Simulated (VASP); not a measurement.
# AlNi (Cmmm) in VASP: a series of runs, part 2 of 2

VASP 6.6.1. Earlier steps stand in the parts before.

## (4) Single point, r2SCAN, collinear spin, ferromagnetic start

This run uses another cell than the first one, of 11.85 Å³/atom, 1.063 times its volume.

File POSCAR:

```
AlNi
1.0
    1.9451348912     -1.9596792015      0.0000000000
    1.9451348912      1.9596792015      0.0000000000
    0.0000000000      0.0000000000      3.1097272254
Al Ni
1 1
Direct
    0.0000000000      0.0000000000      0.0000000000
    0.5000000000      0.5000000000      0.5000000000
```

File INCAR.step1:

```
SYSTEM = AlNi
ALGO = Normal
EDIFF = 1E-4
ENCUT = 520
GGA = PE
ISMEAR = -1
ISPIN = 2
LASPH = .TRUE.
LCHARG = .FALSE.
LMAXMIX = 4
LREAL = .FALSE.
LWAVE = .TRUE.
MAGMOM = 0 1
NBANDS = 18
NELM = 150
PREC = Accurate
SIGMA = 0.1
```

File INCAR.step2:

```
SYSTEM = AlNi
ALGO = Normal
EDIFF = 1E-6
ENCUT = 520
ISIF = 2
ISMEAR = -1
ISPIN = 2
ISTART = 1
LASPH = .TRUE.
LCHARG = .FALSE.
LMAXMIX = 4
LMIXTAU = .TRUE.
LORBIT = 11
LREAL = .FALSE.
LWAVE = .FALSE.
MAGMOM = 0 1
METAGGA = R2SCAN
NBANDS = 18
NELM = 150
PREC = Accurate
SIGMA = 0.1
```

File KPOINTS:

```
k-points
0
G
  10 10 9
  0 0 0
```

Command:

```
$ cat potpaw_PBE.64/Al/POTCAR potpaw_PBE.64/Ni/POTCAR > POTCAR
$ cp INCAR.step1 INCAR
$ mpirun -np 1 vasp_std > vasp.out
$ cp INCAR.step2 INCAR
$ mpirun -np 1 vasp_std > vasp.out
```

Wall time 3.7 min (1 thread of Intel Xeon Platinum 8488C (Sapphire Rapids), shared host); peak memory 0.22 GiB.

Results (log left out):

| Quantity | Value |
| --- | --- |
| Free energy | -20.0347 eV |
| Pressure | -1.1 GPa |
| Net moment | 0.00 μB per cell |
| Valence electrons inside the program's atomic spheres | Al 0.82; Ni 9.52 |

Stress tensor (GPa, compression positive):
```
 2.14  0.00  0.00
 0.00  0.50  0.00
 0.00  0.00 -6.06
```

Levels at points of the mesh, in eV from the Fermi level:
Spin up:
| k point | band 3 | band 4 | band 5 | band 6 | band 7 | band 8 | band 9 | band 10 | band 11 | band 12 |
| --- | --- | --- | --- | --- | --- | --- | --- | --- | --- | --- |
| (0.00, 0.00, 0.00) | -3.33 | -1.71 | -1.69 | -1.45 | 3.12 | 7.36 | 7.47 | 7.51 | 8.93 | 15.71 |
| (0.50, 0.00, 0.00) | -2.86 | -2.83 | -2.18 | -1.57 | -0.36 | 8.15 | 8.27 | 9.86 | 12.20 | 13.45 |
| (0.50, 0.50, 0.00) | -2.60 | -2.52 | -2.51 | -2.47 | -0.84 | 2.30 | 3.47 | 11.55 | 14.21 | 14.24 |
Spin down:
```
           k point  band 5  band 6  band 7  band 8  band 9  band 10
(0.00, 0.00, 0.00)   -1.69   -1.45    3.12    7.36    7.47     7.51
(0.50, 0.00, 0.00)   -2.18   -1.57   -0.36    8.15    8.27     9.86
(0.50, 0.50, 0.00)   -2.51   -2.47   -0.84    2.30    3.47    11.55
```

Caveat: the PAW data sets were made with another functional, which shifts forces and pressure a little.

## (5) Single point, r2SCAN, collinear spin, ferromagnetic start

This run uses another cell than the first one, of 12.21 Å³/atom, 1.095 times its volume.

File POSCAR:

```
AlNi
1.0
    1.9642060572     -1.9788929679      0.0000000000
    1.9642060572      1.9788929679      0.0000000000
    0.0000000000      0.0000000000      3.1402166915
Al Ni
1 1
Direct
    0.0000000000      0.0000000000      0.0000000000
    0.5000000000      0.5000000000      0.5000000000
```

File INCAR.step1:

```
SYSTEM = AlNi
ALGO     = Normal         ! electronic algorithm
EDIFF    = 1E-4           ! SCF threshold, eV
ENCUT    = 520            ! plane-wave cutoff, eV
GGA      = PE             ! functional
ISMEAR   = -1             ! smearing method
ISPIN    = 2              ! spin polarisation
LASPH    = .TRUE.         ! aspherical terms in the spheres
LCHARG   = .FALSE.        ! write CHGCAR
LMAXMIX  = 4              ! l up to which the mixer works
LREAL    = .FALSE.        ! projectors in reciprocal space
LWAVE    = .TRUE.         ! write WAVECAR
MAGMOM   = 0 1            ! initial moments
NBANDS   = 18             ! bands
NELM     = 150            ! most SCF steps
PREC     = Accurate       ! precision mode
SIGMA    = 0.1            ! smearing width, eV
```

File INCAR.step2:

```
SYSTEM = AlNi
ALGO     = Normal         ! electronic algorithm
EDIFF    = 1E-6           ! SCF threshold, eV
ENCUT    = 520            ! plane-wave cutoff, eV
ISIF     = 2              ! what is computed and relaxed
ISMEAR   = -1             ! smearing method
ISPIN    = 2              ! spin polarisation
ISTART   = 1            
LASPH    = .TRUE.         ! aspherical terms in the spheres
LCHARG   = .TRUE.         ! write CHGCAR
LELF     = .TRUE.         ! ELF
LMAXMIX  = 4              ! l up to which the mixer works
LMIXTAU  = .TRUE.       
LORBIT   = 11             ! projections on sites
LREAL    = .FALSE.        ! projectors in reciprocal space
LVHAR    = .TRUE.       
LWAVE    = .FALSE.        ! write WAVECAR
MAGMOM   = 0 1            ! initial moments
METAGGA  = R2SCAN         ! meta-GGA
NBANDS   = 18             ! bands
NELM     = 150            ! most SCF steps
PREC     = Accurate       ! precision mode
SIGMA    = 0.1            ! smearing width, eV
```

KPOINTS is that of step 4.

Potentials or basis: VASP PAW PBE potentials, release 64 (Al, Ni).

Command:

```
$ cat potpaw_PBE.64/Al/POTCAR potpaw_PBE.64/Ni/POTCAR > POTCAR
$ cp INCAR.step1 INCAR
$ mpirun -np 1 vasp_std > vasp.out
$ cp INCAR.step2 INCAR
$ mpirun -np 1 vasp_std > vasp.out
```

OUTCAR:

```text
SYSTEM = AlNi
   EDIFF = 1E-6
   ENCUT = 520
   ISIF = 2
   ISMEAR = -1
   ISPIN = 2
   ISTART = 1
   LASPH = .TRUE.
   LORBIT = 11
   LREAL = .FALSE.
   METAGGA = R2SCAN
   NELM = 150
   PREC = Accurate

 ion  position               nearest neighbor table
   1  0.000  0.000  0.000-   2 2.51   2 2.51   2 2.51   2 2.51   2 2.53   2 2.53   2 2.53   2 2.53

   2  0.500  0.500  0.500-   1 2.51   1 2.51   1 2.51   1 2.51   1 2.53   1 2.53   1 2.53   1 2.53

  LATTYP: Found a base centered orthorhombic cell.
 ALAT       =     3.9284121144
 B/A-ratio  =     1.0074772759
 C/A-ratio  =     0.7993603013

  Lattice vectors:

 A1 = (   1.9642060572,  -1.9788929679,   0.0000000000)
 A2 = (   1.9642060572,   1.9788929679,   0.0000000000)
 A3 = (   0.0000000000,   0.0000000000,   3.1402166915)

Analysis of symmetry for initial positions (statically):
=====================================================================
 Subroutine PRICEL returns:
 Original cell was already a primitive cell.

 Routine SETGRP: Setting up the symmetry group for a
 base centered orthorhombic supercell.

 Subroutine GETGRP returns: Found  8 space group operations
 (whereof  8 operations were pure point group operations)
 out of a pool of  8 trial point group operations.

The static configuration has the point symmetry D_2h.

Analysis of symmetry for dynamics (positions and initial velocities):
=====================================================================
 Subroutine PRICEL returns:
 Original cell was already a primitive cell.

 Routine SETGRP: Setting up the symmetry group for a
 base centered orthorhombic supercell.

 Subroutine GETGRP returns: Found  8 space group operations
 (whereof  8 operations were pure point group operations)
 out of a pool of  8 trial point group operations.

The dynamic configuration has the point symmetry D_2h.

Analysis of structural, dynamic, and magnetic symmetry:
=====================================================================
 Subroutine PRICEL returns:
 Original cell was already a primitive cell.

 Routine SETGRP: Setting up the symmetry group for a
 base centered orthorhombic supercell.

 Subroutine GETGRP returns: Found  8 space group operations
 (whereof  8 operations were pure point group operations)
 out of a pool of  8 trial point group operations.

The overall configuration has the point symmetry D_2h.

 Subroutine INISYM returns: Found  8 space group operations
 (whereof  8 operations are pure point group operations),
 and found     1 'primitive' translations

----------------------------------------------------------------------------------------

                                     Primitive cell

  volume of cell :      24.4118

  direct lattice vectors                    reciprocal lattice vectors
     1.964206057 -1.978892968  0.000000000     0.254555777 -0.252666520  0.000000000
     1.964206057  1.978892968  0.000000000     0.254555777  0.252666520  0.000000000
     0.000000000  0.000000000  3.140216692     0.000000000  0.000000000  0.318449361

  length of vectors
     2.788211400  2.788211400  3.140216692     0.358662814  0.358662814  0.318449361

  position of ions in fractional coordinates (direct lattice)
     0.000000000  0.000000000  0.000000000
     0.500000000  0.500000000  0.500000000

  ion indices of the primitive-cell ions
   primitive index   ion index
[... 62 lines left out ...]
   NGX,Y,Z   is equivalent  to a cutoff of  14.31, 14.31, 12.71 a.u.
   NGXF,Y,Z  is equivalent  to a cutoff of  28.62, 28.62, 25.41 a.u.
 SYSTEM =  AlNi
   PREC   = accura    normal or accurate (medium, high low for compatibility)
   ISTART =      1    job   : 0-new  1-cont  2-samecut
   ICHARG =      0    charge: 1-file 2-atom 10-const
   ISPIN  =      2    spin polarized calculation?
   LNONCOLLINEAR =      F non collinear calculations
   LSORBIT =      F    spin-orbit coupling
   LASPH  =      T    aspherical Exc in radial PAW
   ENCUT  =  520.0 eV  38.22 Ry    6.18 a.u.   5.18  5.18  5.84*2*pi/ulx,y,z
   NELM   =    150;   NELMIN=  2; NELMDL=  0     # of ELM steps
   EDIFF  = 0.1E-05   stopping-criterion for ELM
   LREAL  =      F    real-space projection
   EDIFFG = 0.1E-04   stopping-criterion for IOM
   NSW    =      0    number of steps for IOM
   IBRION =     -1    ionic relax: 0-MD 1-quasi-New 2-CG
   NFREE  =      0    steps in history (QN), initial steepest desc. (CG)
   ISIF   =      2    stress and relaxation
   ISYM   =      2    0-nonsym 1-usesym 2-fastsym
   POTIM  = 0.5000    time-step for ionic-motion
   TEBEG  =    0.0;   TEEND  =   0.0 temperature during run
   PSTRESS=    0.0 pullay stress
   NELECT =      13.0000    total number of electrons
   NUPDOWN=      -1.0000    fix difference up-down
   EMIN   =  10.00;   EMAX   =-10.00  energy-range for DOS
   EFERMI =   0.00;   METHOD = LEGACY
   ISMEAR =    -1;   SIGMA  =   0.10  broadening in eV -4-tet -1-fermi 0-gaus
   EFERMI_NEDOS =   21; number of points for ismear=-14 and -15
   IALGO  =     38    algorithm
   IMIX   =      4    mixing-type and parameters
     AMIX     =   0.40;   BMIX     =  1.00
     AMIX_MAG =   1.60;   BMIX_MAG =  1.00
  volume/ion in A,a.u.               =      12.21        82.37
  Fermi-wavevector in a.u.,A,eV,Ry     =   1.326955  2.507582 23.957279  1.760810
  Thomas-Fermi vector in A             =   2.456304
   LORBIT       =     11    0 simple, 1 ext, 2 COOP (PROOUT), +10 PAW based schemes
   METAGGA = R2SCAN    functional components
   LHFCALC =     F    Hartree Fock is set to
   AEXX    =    0.0000 exact exchange contribution
   IVDW    =     0    specifies the selected vdW correction
   LEPSILON=     F    determine dielectric tensor
   LRPA    =     F    only Hartree local field effects (RPA)
 spin polarized calculation
  energy-cutoff  :      520.00
  volume of cell :       24.41
 maximum number of plane-waves:       682
 NGX is ok and might be reduce to    24
   NGX = 11   NGY = 11   NGZ = 11

 number of electron      12.9999992 magnetization       0.0000270

 Free energy of the ion-electron system (eV)
  ---------------------------------------------------
  ext. energy  EPLUGINS =         0.00000000
  ---------------------------------------------------
  free energy    TOTEN  =       -20.01890736 eV

  energy without entropy =      -19.98793971  energy(sigma->0) =      -20.00342354

 E-fermi :   9.6329     XC(G=0): -12.9050

 val. band max:        9.6132339753   @ k =   0.0000   0.0000   0.2222
 cond. band min:       9.6609526896   @ k =   0.4000   0.3000   0.1111
 fundamental gap:      0.0477187144
 Fermi energy:         9.6328861889

 spin component 1

 k-point     1 :       0.0000    0.0000    0.0000
  band No.  band energies     occupation
      1      -1.9534      1.00000
      2       6.2489      1.00000
      3       6.4399      1.00000
      4       7.9923      1.00000
      5       8.0107      1.00000
      6       8.2391      1.00000
[... 493 lines left out ...]
     17      33.5277      0.00000
     18      34.4150      0.00000

 [... further k-points ...]

 spin component 2

 k-point     1 :       0.0000    0.0000    0.0000
  band No.  band energies     occupation
      1      -1.9534      1.00000
      2       6.2489      1.00000
      3       6.4400      1.00000
      4       7.9923      1.00000
      5       8.0107      1.00000
      6       8.2391      1.00000
[... 493 lines left out ...]
     17      33.5277      0.00000
     18      34.4150      0.00000

 [... further k-points ...]
[... 5 lines left out ...]
  --------------------------------------------------------------------------------------
  -------------------------------------------------------------------------------------
  Total       -0.4222984     -0.6516265     -1.5716455     -0.0000000      0.0000000      0.0000000
  in kB      -27.7160319    -42.7671548   -103.1492825     -0.0000000      0.0000000      0.0000000
  external PRESSURE =     -57.8774897 kB  Pullay stress =       0.0000000 kB

 VOLUME and BASIS-vectors are now :
 -----------------------------------------------------------------------------
  energy-cutoff  :      520.00
  volume of cell :       24.41
      direct lattice vectors                 reciprocal lattice vectors
     1.964206057 -1.978892968  0.000000000     0.254555777 -0.252666520  0.000000000
     1.964206057  1.978892968  0.000000000     0.254555777  0.252666520  0.000000000
     0.000000000  0.000000000  3.140216692     0.000000000  0.000000000  0.318449361

 POSITION                                       TOTAL-FORCE (eV/Angst)
 -----------------------------------------------------------------------------------
      0.00000      0.00000      0.00000         0.000000      0.000000      0.000000
      1.96421      0.00000      1.57011        -0.000000      0.000000      0.000000
 -----------------------------------------------------------------------------------
    total drift:                                0.000000      0.000000     -0.000000

  FREE ENERGIE OF THE ION-ELECTRON SYSTEM (eV)
  ---------------------------------------------------
  free  energy   TOTEN  =       -20.0189073635 eV

  energy  without entropy=      -19.9879397127  energy(sigma->0) =      -20.00342354

 total charge

# of ion       s       p       d       tot
------------------------------------------
    1        0.380   0.419   0.000   0.800
    2        0.480   0.524   8.467   9.470
--------------------------------------------------
tot          0.861   0.943   8.467  10.270

 magnetization (x)

# of ion       s       p       d       tot
------------------------------------------
    1        0.000   0.000   0.000   0.000
    2        0.000  -0.000   0.000   0.000
--------------------------------------------------
tot          0.000   0.000   0.000   0.000
```

Run time: 3.2 min. Hardware: 1 thread of Intel Xeon Platinum 8488C (Sapphire Rapids), shared host; peak memory 0.23 GiB.

Results:

- Free energy: -20.0189 eV
- Pressure: -5.8 GPa
- Net moment: 0.00 μB per cell
- Valence electrons inside the program's atomic spheres: Al 0.80; Ni 9.47

Caveat: the PAW data sets were made with another functional, which shifts forces and pressure a little.

## (6) Overview

| cell | gap on the mesh (eV) | pressure (GPa) | moment (μB) |
| --- | --- | --- | --- |
| a = 2.705, b = 2.705, c = 3.047 Å, angles 90.0, 90.0, 90.4°, 2 atoms | none | 10.7 | 0.00 |
| a = 2.734, b = 2.734, c = 3.079 Å, angles 90.0, 90.0, 90.4°, 2 atoms | none | 4.3 | 0.00 |
| a = 2.761, b = 2.761, c = 3.110 Å, angles 90.0, 90.0, 90.4°, 2 atoms | none | -1.1 | 0.00 |
| a = 2.788, b = 2.788, c = 3.140 Å, angles 90.0, 90.0, 90.4°, 2 atoms | none | -5.8 | 0.00 |

Alike in all rows: task single point; level r2SCAN; potentials or basis VASP PAW PBE potentials, release 64 (Al, Ni); spin collinear, ferromagnetic start; k mesh 10 × 10 × 9; cutoff (eV) 520; smearing fermi-dirac 0.1 eV.

Caveats: the PAW data sets were made with another functional, which shifts forces and pressure a little.

Absolute energies hang on the potentials; compare differences alone.
